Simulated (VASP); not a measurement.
Wanted: the native input for a VASP 6.6.1 run.

| Property | Result |
| --- | --- |
| Task | single point |
| Functional | LDA |
| Potentials or basis | VASP PAW LDA potentials, release 64 (Al) |
| Cutoff | 520 eV |
| k mesh | 6 × 6 × 6 |
| Occupations | fermi-dirac, width 0.05 eV |
| Spin | no spin polarisation |
| Dipole correction | no |
| Further INCAR settings | ALGO = Normal; EDIFF = 1e-07; NBANDS = 8 |

The structure of Al lies in POSCAR:

```
Al
1.0
    2.7217600000      0.0000000000      0.0000000000
    0.0000000000      2.7217600000      0.0000000000
    0.0000000000      0.0000000000      2.7217600000
Al
1
Direct
    0.0000000000      0.0000000000      0.0000000000
```

The input as run:

INCAR

```
SYSTEM = Al
ALGO = Normal ; EDIFF = 1E-7
ENCUT = 520 ; ISIF = 2
ISMEAR = -1 ; LASPH = .True.
LCHARG = .False. ; LREAL = .False.
LWAVE = .False. ; NBANDS = 8
NELM = 60 ; PREC = Accurate
SIGMA = 0.05
```

KPOINTS

```
k-points
0
Gamma
  6 6 6
  0 0 0
```

Potentials or basis: VASP PAW LDA potentials, release 64 (Al).

The run is started by

```sh
$ cat potpaw_LDA.64/Al/POTCAR > POTCAR
$ mpirun -np 1 vasp_std > vasp.out
```

It gave:

```
Pressure : -2.2 GPa
```

Caveat: the k points lie up to 0.38 Å⁻¹ apart.

Run time: 2 s on 1 thread of AMD EPYC 7R43 64-Core Processor (Zen 3), with other jobs on the host, peak memory 0.07 GiB.
